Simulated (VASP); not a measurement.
# SrCl2 (C2/m) in VASP: settings compared

SrCl2 is run at these levels: PBE, r2SCAN; tasks: single point.

All numbers are computed with VASP 6.6.1; they aren't measurements. Logs are shortened: lines on timing, memory, paths and dates and some standing lists are left out, and cuts for length are marked.

## 1. The cell of the first run

The typed cell holds 3 atoms: a = 4.856 Å, b = 4.856 Å, c = 4.916 Å, α = 59.55°, β = 59.55°, γ = 57.44°.

## 2. Single point, PBE (uniaxial x strain -5.0%)

The input, INCAR:

```
SYSTEM = SrCl2
  PREC = Accurate
  ENCUT = 520
  EDIFF = 1E-6
  ISMEAR = -1
  SIGMA = 0.02
  LREAL = .False.
  LASPH = .True.
  NELM = 60
  ALGO = Normal
  ISIF = 2
  LWAVE = .False.
  LCHARG = .False.
  GGA = PE
  NBANDS = 19
```

The input, KPOINTS:

```
Automatic mesh
0
Gamma
  6 6 6
  0 0 0
```

The input, POSCAR:

```
SrCl2
1.0
    2.3331483831      1.4183888039      4.0153159702
   -2.3331483831      1.4183888039      4.0153159702
    0.0000000000     -2.8367776077      4.0153159702
Sr Cl
1 2
Direct
    0.0000000000      0.0000000000      0.0000000000
    0.2442215992      0.2442215992      0.2556859998
    0.7557784008      0.7557784008      0.7443140002
```

Potentials or basis: VASP PAW PBE potentials, release 64 (Sr_sv, Cl).

The run is started by

```sh
> cat potpaw_PBE.64/Sr_sv/POTCAR potpaw_PBE.64/Cl/POTCAR > POTCAR
> mpirun -np 1 vasp_std > vasp.out
```

OUTCAR:

```text
SYSTEM = SrCl2
   PREC = Accurate
   ENCUT = 520
   EDIFF = 1E-6
   ISMEAR = -1
   LREAL = .False.
   LASPH = .True.
   NELM = 60
   ISIF = 2
   GGA = PE

 ion  position               nearest neighbor table
   1  0.000  0.000  0.000-   3 2.93   3 2.93   2 2.93   2 2.93   3 2.99   2 2.99   3 2.99   2 2.99

   2  0.244  0.244  0.256-   1 2.93   1 2.93   1 2.99   1 2.99
   3  0.756  0.756  0.744-   1 2.93   1 2.93   1 2.99   1 2.99

  LATTYP: Found a base centered monoclinic cell.
 ALAT       =     8.5103328232
 B/A-ratio  =     0.5483095507
 C/A-ratio  =     0.5776867480
 COS(beta)  =    -0.5770139863

  Lattice vectors:

 A1 = (   2.3331483831,   4.2551664116,   0.0000000000)
 A2 = (  -2.3331483831,   4.2551664116,   0.0000000000)
 A3 = (   0.0000000000,  -2.8367776077,   4.0153159702)

Analysis of symmetry for initial positions (statically):
=====================================================================
 Subroutine PRICEL returns:
 Original cell was already a primitive cell.

 Routine SETGRP: Setting up the symmetry group for a
 base centered monoclinic supercell.

 Subroutine GETGRP returns: Found  4 space group operations
 (whereof  4 operations were pure point group operations)
 out of a pool of  4 trial point group operations.

The static configuration has the point symmetry C_2h.

Analysis of symmetry for dynamics (positions and initial velocities):
=====================================================================
 Subroutine PRICEL returns:
 Original cell was already a primitive cell.

 Routine SETGRP: Setting up the symmetry group for a
 base centered monoclinic supercell.

 Subroutine GETGRP returns: Found  4 space group operations
 (whereof  4 operations were pure point group operations)
 out of a pool of  4 trial point group operations.

The dynamic configuration has the point symmetry C_2h.

 Subroutine INISYM returns: Found  4 space group operations
 (whereof  4 operations are pure point group operations),
 and found     1 'primitive' translations

----------------------------------------------------------------------------------------

                                     Primitive cell

  volume of cell :      79.7276

  direct lattice vectors                    reciprocal lattice vectors
     2.333148383  1.418388804  4.015315970     0.214302701  0.117504218  0.083015468
    -2.333148383  1.418388804  4.015315970    -0.214302701  0.117504218  0.083015468
     0.000000000 -2.836777608  4.015315970     0.000000000 -0.235008435  0.083015468

  length of vectors
     4.855735837  4.855735837  4.916306493     0.258117137  0.258117137  0.249239910

  position of ions in fractional coordinates (direct lattice)
     0.000000000  0.000000000  0.000000000
     0.244221599  0.244221599  0.255686000
     0.755778401  0.755778401  0.744314000

  ion indices of the primitive-cell ions
   primitive index   ion index
                 1           1
                 2           2
                 3           3

----------------------------------------------------------------------------------------

 KPOINTS: Automatic mesh

Automatic generation of k-mesh.
 Grid dimensions read from file:
 generate k-points for:    6    6    6

 Generating k-lattice:

  Cartesian coordinates                     Fractional coordinates (reciprocal lattice)
     0.035717117  0.019584036  0.013835911     0.166666667  0.000000000  0.000000000
    -0.035717117  0.019584036  0.013835911     0.000000000  0.166666667  0.000000000
     0.000000000 -0.039168073  0.013835911     0.000000000  0.000000000  0.166666667

  Length of vectors
     0.043019523  0.043019523  0.041539985

  Shift w.r.t. Gamma in fractional coordinates (k-lattice)
     0.000000000  0.000000000  0.000000000

 Subroutine IBZKPT returns following result:
 ===========================================

 Found     68 irreducible k-points:

 Following reciprocal coordinates:
            Coordinates               Weight
  0.000000  0.000000  0.000000      1.000000
  0.166667 -0.000000  0.000000      4.000000
  0.333333  0.000000 -0.000000      4.000000
  0.500000  0.000000  0.000000      2.000000
  0.166667  0.166667  0.000000      2.000000
  0.333333  0.166667  0.000000      4.000000
[... 16 lines left out ...]
 -0.333333  0.166667  0.166667      4.000000
 -0.166667  0.166667  0.166667      4.000000
 [... further k-points ...]
   k-points           NKPTS =     68   k-points in BZ     NKDIM =     68   number of bands    NBANDS=     19
   number of dos      NEDOS =    301   number of ions     NIONS =      3
   total plane-waves  NPLWV =  51840
   dimension x,y,z NGX =    36 NGY =   36 NGZ =   40
   dimension x,y,z NGXF=    72 NGYF=   72 NGZF=   80
   ions per type =               1   2
   NGX,Y,Z   is equivalent  to a cutoff of  12.33, 12.33, 13.53 a.u.
   NGXF,Y,Z  is equivalent  to a cutoff of  24.65, 24.65, 27.05 a.u.
 SYSTEM =  SrCl2
   PREC   = accura    normal or accurate (medium, high low for compatibility)
   ISTART =      0    job   : 0-new  1-cont  2-samecut
   ICHARG =      2    charge: 1-file 2-atom 10-const
   ISPIN  =      1    spin polarized calculation?
   LNONCOLLINEAR =      F non collinear calculations
   LSORBIT =      F    spin-orbit coupling
   LASPH  =      T    aspherical Exc in radial PAW
   ENCUT  =  520.0 eV  38.22 Ry    6.18 a.u.   9.03  9.03  9.14*2*pi/ulx,y,z
   NELM   =     60;   NELMIN=  2; NELMDL= -5     # of ELM steps
   EDIFF  = 0.1E-05   stopping-criterion for ELM
   LREAL  =      F    real-space projection
   EDIFFG = 0.1E-04   stopping-criterion for IOM
   NSW    =      0    number of steps for IOM
   IBRION =     -1    ionic relax: 0-MD 1-quasi-New 2-CG
   NFREE  =      0    steps in history (QN), initial steepest desc. (CG)
   ISIF   =      2    stress and relaxation
   ISYM   =      2    0-nonsym 1-usesym 2-fastsym
   POTIM  = 0.5000    time-step for ionic-motion
   TEBEG  =    0.0;   TEEND  =   0.0 temperature during run
   PSTRESS=    0.0 pullay stress
   NELECT =      24.0000    total number of electrons
   NUPDOWN=      -1.0000    fix difference up-down
   EMIN   =  10.00;   EMAX   =-10.00  energy-range for DOS
   EFERMI =   0.00;   METHOD = LEGACY
   ISMEAR =    -1;   SIGMA  =   0.02  broadening in eV -4-tet -1-fermi 0-gaus
   EFERMI_NEDOS =   21; number of points for ismear=-14 and -15
   IALGO  =     38    algorithm
   IMIX   =      4    mixing-type and parameters
     AMIX     =   0.40;   BMIX     =  1.00
     AMIX_MAG =   1.60;   BMIX_MAG =  1.00
  volume/ion in A,a.u.               =      26.58       179.34
  Fermi-wavevector in a.u.,A,eV,Ry     =   1.097174  2.073359 16.378583  1.203792
  Thomas-Fermi vector in A             =   2.233530
   LORBIT       =      0    0 simple, 1 ext, 2 COOP (PROOUT), +10 PAW based schemes
   GGA     = PE    functional components
   LHFCALC =     F    Hartree Fock is set to
   AEXX    =    0.0000 exact exchange contribution
   IVDW    =     0    specifies the selected vdW correction
   LEPSILON=     F    determine dielectric tensor
   LRPA    =     F    only Hartree local field effects (RPA)
 non-spin polarized calculation
  energy-cutoff  :      520.00
  volume of cell :       79.73
 maximum number of plane-waves:      2178
   NGX = 19   NGY = 19   NGZ = 19

 number of electron      23.9999999 magnetization

 Free energy of the ion-electron system (eV)
  ---------------------------------------------------
  ext. energy  EPLUGINS =         0.00000000
  ---------------------------------------------------
  free energy    TOTEN  =       -12.69096577 eV

  energy without entropy =      -12.69096577  energy(sigma->0) =      -12.69096577

 E-fermi :   1.0372     XC(G=0):  -8.5587

 val. band max:        0.6370715914   @ k =   0.5000   0.0000   0.5000
 cond. band min:       6.0394664216   @ k =   0.5000   0.5000   0.0000
 fundamental gap:      5.4023948302
 Fermi energy:         1.0372018637

 k-point     1 :       0.0000    0.0000    0.0000
  band No.  band energies     occupation
      1     -32.1103      2.00000
      2     -14.1338      2.00000
      3     -14.1321      2.00000
      4     -14.1314      2.00000
      5     -12.9260      2.00000
      6     -11.9311      2.00000
[... 11 lines left out ...]
     18      10.0813      0.00000
     19      10.2119      0.00000

 k-point     2 :       0.1667   -0.0000    0.0000
  band No.  band energies     occupation
      1     -32.1089      2.00000
      2     -14.2768      2.00000
      3     -14.1382      2.00000
      4     -14.1372      2.00000
      5     -12.7052      2.00000
      6     -12.0052      2.00000
[... 11 lines left out ...]
     18       9.6388      0.00000
     19      10.5984      0.00000

 k-point     3 :       0.3333    0.0000   -0.0000
  band No.  band energies     occupation
      1     -32.1062      2.00000
      2     -14.4743      2.00000
      3     -14.1475      2.00000
      4     -14.1469      2.00000
      5     -12.4773      2.00000
      6     -12.0168      2.00000
[... 11 lines left out ...]
     18       9.5149      0.00000
     19      10.0865      0.00000

 k-point     4 :       0.5000    0.0000    0.0000
  band No.  band energies     occupation
      1     -32.1049      2.00000
      2     -14.5487      2.00000
      3     -14.1524      2.00000
      4     -14.1512      2.00000
      5     -12.4922      2.00000
      6     -11.9102      2.00000
[... 11 lines left out ...]
     18       9.6213      0.00000
     19       9.9279      0.00000

 k-point     5 :       0.1667    0.1667    0.0000
  band No.  band energies     occupation
      1     -32.1088      2.00000
      2     -14.3117      2.00000
      3     -14.1452      2.00000
      4     -14.1414      2.00000
      5     -12.6385      2.00000
      6     -12.0178      2.00000
[... 11 lines left out ...]
     18       9.4281      0.00000
     19       9.8147      0.00000
[... 334 lines left out ...]
      2     -14.3850      2.00000
      3     -14.1875      2.00000
      4     -14.1394      2.00000
      5     -12.4787      2.00000
      6     -12.0666      2.00000
[... 11 lines left out ...]
     18       9.7762      0.00000
     19      10.7507      0.00000

 k-point    22 :       0.5000    0.1667    0.1667
  band No.  band energies     occupation
      1     -32.1052      2.00000
      2     -14.4834      2.00000
      3     -14.2489      2.00000
      4     -14.1509      2.00000
      5     -12.3518      2.00000
      6     -12.0121      2.00000
[... 11 lines left out ...]
     18       9.5693      0.00000
     19      10.2781      0.00000

 k-point    23 :      -0.3333    0.1667    0.1667
  band No.  band energies     occupation
      1     -32.1046      2.00000
      2     -14.5231      2.00000
      3     -14.2271      2.00000
      4     -14.1581      2.00000
      5     -12.3672      2.00000
      6     -11.9716      2.00000
[... 11 lines left out ...]
     18       9.8238      0.00000
     19       9.9637      0.00000

 k-point    24 :      -0.1667    0.1667    0.1667
  band No.  band energies     occupation
      1     -32.1063      2.00000
      2     -14.4597      2.00000
      3     -14.1683      2.00000
      4     -14.1516      2.00000
      5     -12.3694      2.00000
      6     -12.1138      2.00000
[... 11 lines left out ...]
     18       9.4671      0.00000
     19      10.2348      0.00000

 [... further k-points ...]
[... 5 lines left out ...]
  --------------------------------------------------------------------------------------
  -------------------------------------------------------------------------------------
  Total        2.3857965      1.6192513      1.7480929      0.0000000     -0.1957803      0.0000000
  in kB       47.9441188     32.5398988     35.1290541      0.0000000     -3.9343313      0.0000000
  external PRESSURE =      38.5376906 kB  Pullay stress =       0.0000000 kB

 VOLUME and BASIS-vectors are now :
 -----------------------------------------------------------------------------
  energy-cutoff  :      520.00
  volume of cell :       79.73
      direct lattice vectors                 reciprocal lattice vectors
     2.333148383  1.418388804  4.015315970     0.214302701  0.117504218  0.083015468
    -2.333148383  1.418388804  4.015315970    -0.214302701  0.117504218  0.083015468
     0.000000000 -2.836777608  4.015315970     0.000000000 -0.235008435  0.083015468

 POSITION                                       TOTAL-FORCE (eV/Angst)
 -----------------------------------------------------------------------------------
      0.00000      0.00000      0.00000         0.000000      0.000000     -0.000000
      0.00000     -0.03252      2.98791         0.000000     -0.000658     -0.000483
      0.00000      0.03252      9.05803         0.000000      0.000658      0.000483
 -----------------------------------------------------------------------------------
    total drift:                                0.000000     -0.000000      0.000000

  FREE ENERGIE OF THE ION-ELECTRON SYSTEM (eV)
  ---------------------------------------------------
  free  energy   TOTEN  =       -12.6909657738 eV

  energy  without entropy=      -12.6909657737  energy(sigma->0) =      -12.69096577
```

Wall time 2 min (1 thread of Oxide Virtual Turin-like, shared host); peak memory 0.24 GiB.

Results:

```yaml
Free_energy: -12.6910 eV
Pressure: 3.9 GPa
Band_gap_on_the_k_mesh: 5.40 eV, indirect (least direct gap 5.42 eV)
```

Caveat: the cell differs from its parent crystal (uniaxial x strain -5.0%). A k mesh can miss the band edges.

[end of part 1 of 2]
